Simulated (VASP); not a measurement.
Runs of VASP 6.6.1 on BN. The structure is that of space group R3m (No. 160), or close to it. The cells are those of the table. 

| cell | gap on the mesh (eV) | pressure (GPa) |
| --- | --- | --- |
| a = 3.669 Å, angles 39.9°, 2 atoms | 4.10 | (b) |
| a = 3.765 Å, angles 39.9°, 2 atoms | 4.01 | -19.5 |
| a = 3.569 Å, angles 39.9°, 2 atoms | 4.18 | (a) |
| a = 3.718 Å, angles 39.9°, 2 atoms | 4.05 | -12.4 |
| a = 3.620 Å, angles 39.9°, 2 atoms | 4.14 | (c) |

Alike in all rows: task single point; level LDA; potentials or basis VASP PAW LDA potentials, release 64 (B, N); no spin polarisation; k mesh 8 × 8 × 8; cutoff (eV) 520; smearing gaussian 0.01 eV.

Question: Fill in the values left out.

Answer: (a) 18.8; (b) -3.8; (c) 6.5.

A k mesh can miss the band edges.
